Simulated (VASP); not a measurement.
# BN (P6_3/mmc) in VASP: further runs, part 2 of 2

VASP 6.6.1. The steps go on from the part before.

## Step 5: Single point, r2SCAN+D4

This run uses another cell than the first one, of 9.50 Å³/atom, 1.060 times its volume.

POSCAR reads:

```
BN
1.0
    2.5472375375      0.0000000000      0.0000000000
   -1.2736187687      2.2059724170      0.0000000000
    0.0000000000      0.0000000000      6.7658448057
N B
2 2
Direct
    0.6666666667      0.3333333333      0.2500000000
    0.3333333333      0.6666666667      0.7500000000
    0.6666666667      0.3333333333      0.7500000000
    0.3333333333      0.6666666667      0.2500000000
```

INCAR.step1 reads:

```
  ALGO = Normal
  EDIFF = 1E-4
  ENCUT = 520
  GGA = PE
  ISMEAR = -1
  LASPH = T
  LCHARG = F
  LREAL = F
  LWAVE = T
  NBANDS = 16
  NELM = 100
  PREC = Accurate
  SIGMA = 0.05
```

INCAR.step2 reads:

```
  ALGO = Normal
  EDIFF = 1E-7
  ENCUT = 520
  ISIF = 2
  ISMEAR = -1
  ISTART = 1
  IVDW = 13
  LASPH = T
  LCHARG = F
  LMIXTAU = T
  LREAL = F
  LWAVE = F
  METAGGA = R2SCAN
  NBANDS = 16
  NELM = 100
  PREC = Accurate
  SIGMA = 0.05
  VDW_A1 = 0.51559235
  VDW_A2 = 5.77342911
  VDW_S6 = 1.0
  VDW_S8 = 0.6018749
```

KPOINTS reads:

```
k-points
0
Gamma
  12 12 4
```

Potentials or basis: VASP PAW PBE potentials, release 64 (N, B).

Started as:

```
cat potpaw_PBE.64/N/POTCAR potpaw_PBE.64/B/POTCAR > POTCAR
cp INCAR.step1 INCAR
mpirun -np 1 vasp_std > vasp.out
cp INCAR.step2 INCAR
mpirun -np 1 vasp_std > vasp.out
```

OUTCAR:

```text
EDIFF = 1E-7
   ENCUT = 520
   ISIF = 2
   ISMEAR = -1
   ISTART = 1
   IVDW = 13
   LASPH = T
   LREAL = F
   METAGGA = R2SCAN
   NELM = 100
   PREC = Accurate

 ion  position               nearest neighbor table
   1  0.667  0.333  0.250-   4 1.47   4 1.47   4 1.47
   2  0.333  0.667  0.750-   3 1.47   3 1.47   3 1.47
   3  0.667  0.333  0.750-   2 1.47   2 1.47   2 1.47
   4  0.333  0.667  0.250-   1 1.47   1 1.47   1 1.47

  LATTYP: Found a hexagonal cell.
 ALAT       =     2.5472375375
 C/A-ratio  =     2.6561499295

  Lattice vectors:

 A1 = (   2.5472375375,   0.0000000000,   0.0000000000)
 A2 = (  -1.2736187687,   2.2059724170,   0.0000000000)
 A3 = (   0.0000000000,   0.0000000000,   6.7658448057)

Analysis of symmetry for initial positions (statically):
=====================================================================
 Subroutine PRICEL returns:
 Original cell was already a primitive cell.

 Routine SETGRP: Setting up the symmetry group for a
 hexagonal supercell.

 Subroutine GETGRP returns: Found 24 space group operations
 (whereof 12 operations were pure point group operations)
 out of a pool of 24 trial point group operations.

The static configuration has the point symmetry D_3d.
 The point group associated with its full space group is D_6h.

Analysis of symmetry for dynamics (positions and initial velocities):
=====================================================================
 Subroutine PRICEL returns:
 Original cell was already a primitive cell.

 Routine SETGRP: Setting up the symmetry group for a
 hexagonal supercell.

 Subroutine GETGRP returns: Found 24 space group operations
 (whereof 12 operations were pure point group operations)
 out of a pool of 24 trial point group operations.

The dynamic configuration has the point symmetry D_3d.
 The point group associated with its full space group is D_6h.

 Subroutine INISYM returns: Found 24 space group operations
 (whereof 12 operations are pure point group operations),
 and found     1 'primitive' translations

----------------------------------------------------------------------------------------

                                     Primitive cell

  volume of cell :      38.0182

  direct lattice vectors                    reciprocal lattice vectors
     2.547237538  0.000000000  0.000000000     0.392582154  0.226657412  0.000000000
    -1.273618769  2.205972417  0.000000000     0.000000000  0.453314825  0.000000000
     0.000000000  0.000000000  6.765844806     0.000000000  0.000000000  0.147801203

  length of vectors
     2.547237538  2.547237538  6.765844806     0.453314825  0.453314825  0.147801203

  position of ions in fractional coordinates (direct lattice)
     0.666666667  0.333333333  0.250000000
     0.333333333  0.666666667  0.750000000
     0.666666667  0.333333333  0.750000000
     0.333333333  0.666666667  0.250000000

  ion indices of the primitive-cell ions
   primitive index   ion index
                 1           1
                 2           2
                 3           3
                 4           4

----------------------------------------------------------------------------------------

 KPOINTS: k-points

Automatic generation of k-mesh.
[... 25 lines left out ...]
  0.166667  0.000000  0.000000      6.000000
  0.250000 -0.000000  0.000000      6.000000
  0.333333  0.000000  0.000000      6.000000
  0.416667  0.000000  0.000000      6.000000
[... 16 lines left out ...]
  0.250000 -0.000000  0.250000     12.000000
  0.333333  0.000000  0.250000     12.000000
 [... further k-points ...]
   k-points           NKPTS =     57   k-points in BZ     NKDIM =     57   number of bands    NBANDS=     16
   number of dos      NEDOS =    301   number of ions     NIONS =      4
   total plane-waves  NPLWV =  20000
   dimension x,y,z NGX =    20 NGY =   20 NGZ =   50
   dimension x,y,z NGXF=    40 NGYF=   40 NGZF=  100
   ions per type =               2   2
   NGX,Y,Z   is equivalent  to a cutoff of  13.05, 13.05, 12.29 a.u.
   NGXF,Y,Z  is equivalent  to a cutoff of  26.11, 26.11, 24.57 a.u.
 SYSTEM =  unknown system
   PREC   = accura    normal or accurate (medium, high low for compatibility)
   ISTART =      1    job   : 0-new  1-cont  2-samecut
   ICHARG =      0    charge: 1-file 2-atom 10-const
   ISPIN  =      1    spin polarized calculation?
   LNONCOLLINEAR =      F non collinear calculations
   LSORBIT =      F    spin-orbit coupling
   LASPH  =      T    aspherical Exc in radial PAW
   ENCUT  =  520.0 eV  38.22 Ry    6.18 a.u.   4.74  4.74 12.58*2*pi/ulx,y,z
   NELM   =    100;   NELMIN=  2; NELMDL=  0     # of ELM steps
   EDIFF  = 0.1E-06   stopping-criterion for ELM
   LREAL  =      F    real-space projection
   EDIFFG = 0.1E-05   stopping-criterion for IOM
   NSW    =      0    number of steps for IOM
   IBRION =     -1    ionic relax: 0-MD 1-quasi-New 2-CG
   NFREE  =      0    steps in history (QN), initial steepest desc. (CG)
   ISIF   =      2    stress and relaxation
   ISYM   =      2    0-nonsym 1-usesym 2-fastsym
   POTIM  = 0.5000    time-step for ionic-motion
   TEBEG  =    0.0;   TEEND  =   0.0 temperature during run
   PSTRESS=    0.0 pullay stress
   NELECT =      16.0000    total number of electrons
   NUPDOWN=      -1.0000    fix difference up-down
   EMIN   =  10.00;   EMAX   =-10.00  energy-range for DOS
   EFERMI =   0.00;   METHOD = LEGACY
   ISMEAR =    -1;   SIGMA  =   0.05  broadening in eV -4-tet -1-fermi 0-gaus
   EFERMI_NEDOS =   21; number of points for ismear=-14 and -15
   IALGO  =     38    algorithm
   IMIX   =      4    mixing-type and parameters
     AMIX     =   0.40;   BMIX     =  1.00
     AMIX_MAG =   1.60;   BMIX_MAG =  1.00
  volume/ion in A,a.u.               =       9.50        64.14
  Fermi-wavevector in a.u.,A,eV,Ry     =   1.226830  2.318372 20.478282  1.505111
  Thomas-Fermi vector in A             =   2.361816
   LORBIT       =      0    0 simple, 1 ext, 2 COOP (PROOUT), +10 PAW based schemes
   METAGGA = R2SCAN    functional components
   LHFCALC =     F    Hartree Fock is set to
   AEXX    =    0.0000 exact exchange contribution
   IVDW    =    13    specifies the selected vdW correction
   LEPSILON=     F    determine dielectric tensor
   LRPA    =     F    only Hartree local field effects (RPA)
 non-spin polarized calculation
  energy-cutoff  :      520.00
  volume of cell :       38.02
 maximum number of plane-waves:      1046
 NGX is ok and might be reduce to    20
   NGX =  9   NGY =  9   NGZ = 25

 number of electron      16.0000002 magnetization

 Free energy of the ion-electron system (eV)
  ---------------------------------------------------
  ext. energy  EPLUGINS =         0.00000000
  ---------------------------------------------------
  free energy    TOTEN  =       -38.52126888 eV

  energy without entropy =      -38.52126888  energy(sigma->0) =      -38.52126888

 E-fermi :   2.7130     XC(G=0): -10.4989

 val. band max:        1.6503783569   @ k =   0.3333   0.3333   0.5000
 cond. band min:       6.4572804898   @ k =   0.5000  -0.0000   0.0000
 fundamental gap:      4.8069021329
 Fermi energy:         2.7129679774

 k-point     1 :       0.0000    0.0000    0.0000
  band No.  band energies     occupation
      1     -16.8124      2.00000
      2     -16.5561      2.00000
      3      -4.3907      2.00000
      4      -2.3571      2.00000
      5       0.2459      2.00000
      6       0.2459      2.00000
[... 433 lines left out ...]
      3      -5.4059      2.00000
      4      -5.3531      2.00000
      5      -1.9869      2.00000
      6      -1.9454      2.00000
[... 8 lines left out ...]
     15      18.8270      0.00000
     16      20.5953      0.00000

 [... further k-points ...]

------------------------ aborting loop because EDIFF is reached ----------------------------------------

  DFT-D4 for vdW energy calculation

  Edisp (eV):   -0.26331

  FORCE on cell =-STRESS in cart. coord.  units (eV):
  Direction    XX          YY          ZZ          XY          YZ          ZX
  --------------------------------------------------------------------------------------
  -------------------------------------------------------------------------------------
  Total      -4.43610    -4.43610    -0.22442    -0.00000     0.00000     0.00000
  in kB    -186.94794  -186.94794    -9.45762    -0.00000     0.00000     0.00000
  external pressure =     -127.78 kB  Pullay stress =        0.00 kB

 VOLUME and BASIS-vectors are now :
 -----------------------------------------------------------------------------
  energy-cutoff  :      520.00
  volume of cell :       38.02
      direct lattice vectors                 reciprocal lattice vectors
     2.547237538  0.000000000  0.000000000     0.392582154  0.226657412  0.000000000
    -1.273618769  2.205972417  0.000000000     0.000000000  0.453314825  0.000000000
     0.000000000  0.000000000  6.765844806     0.000000000  0.000000000  0.147801203

 POSITION                                       TOTAL-FORCE (eV/Angst)
 -----------------------------------------------------------------------------------
      1.27362      0.73532      1.69146        -0.000000     -0.000000      0.000000
     -0.00000      1.47065      5.07438         0.000000     -0.000000      0.000000
      1.27362      0.73532      5.07438        -0.000000      0.000000      0.000000
     -0.00000      1.47065      1.69146         0.000000     -0.000000      0.000000
 -----------------------------------------------------------------------------------
    total drift:                               -0.000000      0.000000     -0.000000

  FREE ENERGIE OF THE ION-ELECTRON SYSTEM (eV)
  ---------------------------------------------------
  free  energy   TOTEN  =       -38.7845778704 eV

  energy  without entropy=      -38.7845778704  energy(sigma->0) =      -38.78457787
```

It took 1.9 min on 1 thread of Intel Xeon Platinum 8488C (Sapphire Rapids), shared host; peak memory 0.16 GiB.

Results:

```
Free energy                : -38.7846 eV
Pressure                   : -12.8 GPa
Band gap on the k mesh     : 4.81 eV, indirect (least direct gap 5.22 eV)
Dispersion energy per atom : -0.066 eV
```

Caveat: the PAW data sets were made with another functional, which shifts forces and pressure a little. A k mesh can miss the band edges.

## Step 6: Single point, LDA (volume scaled by 0.94)

INCAR reads:

```
SYSTEM = BN
  PREC = Accurate
  ENCUT = 520
  EDIFF = 1E-6
  ISMEAR = -1
  SIGMA = 0.05
  LREAL = .False.
  LASPH = .True.
  NELM = 80
  ALGO = Normal
  ISIF = 2
  LWAVE = .False.
  LCHARG = .False.
  GGA = CA
  NBANDS = 16
```

KPOINTS reads:

```
regular mesh
0
Gamma
  12 12 4
  0 0 0
```

POSCAR reads:

```
BN
1.0
    2.4472412002      0.0000000000      0.0000000000
   -1.2236206001      2.1193730486      0.0000000000
    0.0000000000      0.0000000000      6.5002395416
N B
2 2
Direct
    0.6666666667      0.3333333333      0.2500000000
    0.3333333333      0.6666666667      0.7500000000
    0.6666666667      0.3333333333      0.7500000000
    0.3333333333      0.6666666667      0.2500000000
```

Potentials or basis: VASP PAW LDA potentials, release 64 (N, B).

Started as:

```
cat potpaw_LDA.64/N/POTCAR potpaw_LDA.64/B/POTCAR > POTCAR
mpirun -np 1 vasp_std > vasp.out
```

It took 13 s on 1 thread of Intel Xeon 6975P-C, shared host; peak memory 0.14 GiB.

It converged, with:

| Property | Result |
| --- | --- |
| Free energy | -38.5011 eV |
| Pressure | 14.2 GPa |
| Band gap on the k mesh | 4.14 eV, indirect (least direct gap 4.60 eV) |

Stress tensor (GPa, compression positive):
```
21.46  0.00  0.00
 0.00 21.46  0.00
 0.00  0.00 -0.17
```

Levels at points of the mesh, in eV from the valence-band top:
| k point | band 4 | band 5 | band 6 | band 7 | band 8 | band 9 | band 10 | band 11 | band 12 | band 13 |
| --- | --- | --- | --- | --- | --- | --- | --- | --- | --- | --- |
| (0.00, 0.00, 0.00) | -4.38 | -1.26 | -1.26 | -1.22 | -1.22 | 5.05 | 10.52 | 12.00 | 12.00 | 12.14 |
| (0.50, 0.00, 0.00) | -9.08 | -4.27 | -4.19 | -1.61 | -0.46 | 4.14 | 5.76 | 10.09 | 10.68 | 12.63 |
| (0.00, 0.00, 0.50) | -5.73 | -1.24 | -1.24 | -1.24 | -1.24 | 7.66 | 7.66 | 12.07 | 12.07 | 12.07 |
| (0.50, 0.00, 0.50) | -9.11 | -4.23 | -4.23 | -1.01 | -1.01 | 4.68 | 4.68 | 10.64 | 10.64 | 13.67 |

Caveat: the cell differs from its parent crystal (volume scaled by 0.94).

## Step 7: The runs side by side

| level | potentials or basis | cell | gap on the mesh (eV) | pressure (GPa) |
| --- | --- | --- | --- | --- |
| r2SCAN+D4 | VASP PAW PBE potentials, release 64 (N, B) | a = 2.498, b = 2.498, c = 6.636 Å, angles 90.0, 90.0, 120.0°, 4 atoms | 4.89 | 0.5 |
| r2SCAN+D4 | VASP PAW PBE potentials, release 64 (N, B) | a = 2.515, b = 2.515, c = 6.680 Å, angles 90.0, 90.0, 120.0°, 4 atoms | 4.86 | -4.3 |
| r2SCAN+D4 | VASP PAW PBE potentials, release 64 (N, B) | a = 2.531, b = 2.531, c = 6.723 Å, angles 90.0, 90.0, 120.0°, 4 atoms | 4.83 | -8.7 |
| r2SCAN+D4 | VASP PAW PBE potentials, release 64 (N, B) | a = 2.547, b = 2.547, c = 6.766 Å, angles 90.0, 90.0, 120.0°, 4 atoms | 4.81 | -12.8 |
| LDA | VASP PAW LDA potentials, release 64 (N, B) | a = 2.447, b = 2.447, c = 6.500 Å, angles 90.0, 90.0, 120.0°, 4 atoms | 4.14 | 14.2 |

Alike in all rows: task single point; no spin polarisation; k mesh 12 × 12 × 4; cutoff (eV) 520; smearing fermi-dirac 0.05 eV.

Caveats: the PAW data sets were made with another functional, which shifts forces and pressure a little (some runs).

Total energies depend on the potentials used, so only differences within one code and one set of settings carry meaning.
